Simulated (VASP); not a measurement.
Input of a VASP 6.6.1 run:

The input INCAR:

```
ALGO     = Normal         # electronic algorithm
EDIFF    = 1E-7           # SCF threshold, eV
EDIFFG   = -0.02          # ionic threshold
ENCUT    = 520            # plane-wave cutoff, eV
GGA      = PE             # functional
GGA_COMPAT= False        
IBRION   = 2              # ionic algorithm
ISIF     = 2              # what is computed and relaxed
ISMEAR   = 0              # smearing method
IVDW     = 12             # dispersion correction
KPAR     = 4            
LASPH    = True           # aspherical terms in the spheres
LCHARG   = False          # write CHGCAR
LREAL    = Auto         
LWAVE    = False          # write WAVECAR
NELM     = 120            # most SCF steps
NELMIN   = 4            
NSW      = 80             # ionic steps
PREC     = Accurate       # precision mode
SIGMA    = 0.1            # smearing width, eV
```

KPOINTS

```
k-points
0
Gamma
  4 4 4
```

File POSCAR:

```
SiC30
1.0
    0.0000000000      0.0000000000      7.1348525476
   -4.9294762873      4.2690516923      3.5674262738
   -4.9294762874     -4.2690516922      3.5674262738
Si C
1 30
Direct
    0.3750000000      0.7083333333      0.5416666667
    0.8750000000      0.5416666667      0.7083333333
    0.2500000000      0.9166666667      0.5833333333
    0.7500000000      0.9166666667      0.5833333333
    0.1250000000      0.2916666667      0.4583333333
    0.6250000000      0.2916666667      0.4583333333
    0.0000000000      0.6666666667      0.3333333333
    0.5000000000      0.6666666667      0.3333333333
    0.3750000000      0.0416666667      0.2083333333
    0.8750000000      0.0416666667      0.2083333333
    0.2500000000      0.4166666667      0.0833333333
    0.7500000000      0.4166666667      0.0833333333
    0.1250000000      0.7916666667      0.9583333333
    0.6250000000      0.7916666667      0.9583333333
    1.0000000000      0.1666666667      0.8333333333
    0.5000000000      0.1666666667      0.8333333333
    0.5000000000      0.3333333333      0.6666666667
    0.0000000000      0.3333333333      0.6666666667
    0.8750000000      0.7083333333      0.5416666667
    0.2500000000      0.0833333333      0.4166666667
    0.7500000000      0.0833333333      0.4166666667
    0.1250000000      0.4583333333      0.2916666667
    0.6250000000      0.4583333333      0.2916666667
    0.5000000000      0.8333333333      0.1666666667
    0.0000000000      0.8333333333      0.1666666667
    0.3750000000      0.2083333333      0.0416666667
    0.8750000000      0.2083333333      0.0416666667
    0.2500000000      0.5833333333      0.9166666667
    0.7500000000      0.5833333333      0.9166666667
    0.1250000000      0.9583333333      0.7916666667
    0.6250000000      0.9583333333      0.7916666667
```

Potentials or basis: VASP PAW PBE potentials, release 64 (Si, C).

Run with:

```bash
$ cat potpaw_PBE.64/Si/POTCAR potpaw_PBE.64/C/POTCAR > POTCAR
$ mpirun -np 4 vasp_std > vasp.out
```

Problem. Estimate the dispersion energy per atom.

Solution. -0.149 eV.

Problem. Predict the band gap on the k mesh.

Solution. Zero (bands 62 and 63 overlap by 0.14 eV).

Problem. Estimate the energy gained by relaxing.

Solution. 268.1 meV/atom.

The path:
```
step  energy change (eV)  largest force (eV/Å)  pressure (GPa)
   1              0.0000               23.0363           10.72
   2             10.8106               14.4958           20.85
   3              2.8599               12.5137           14.30
   4             -0.2864               12.8478           11.21
   5             -5.0809                7.5747            6.37
   6             -4.9157                9.7794            6.46
   7             -5.3844                5.5005            6.02
   8             -5.3981                6.0325            6.00
   9             -5.9761                8.2541            5.46
  10             -6.8181                3.7902            4.74
  11             -7.4377                4.8231            3.77
  12             -7.7810                2.7775            3.63
  13             -7.8575                2.4534            4.08
  14             -8.1471                0.8678            3.59
  15             -8.2650                0.7419            3.47
  16             -8.2653                0.6933            3.47
  17             -8.2955                0.5095            3.27
  18             -8.3013                0.2671            3.33
  19             -8.3053                0.3478            3.27
  20             -8.3073                0.1826            3.28
  21             -8.3101                0.1093            3.26
  22             -8.3101                0.1090            3.26
  23             -8.3112                0.0595            3.26
  24             -8.3112                0.0589            3.26
  25             -8.3117                0.0409            3.26
  26             -8.3117                0.0399            3.26
  27             -8.3119                0.0310            3.26
  28             -8.3119                0.0235            3.26
  29             -8.3119                0.0137            3.27
```

Caveat: the cell differs from its parent crystal (atoms taken out).
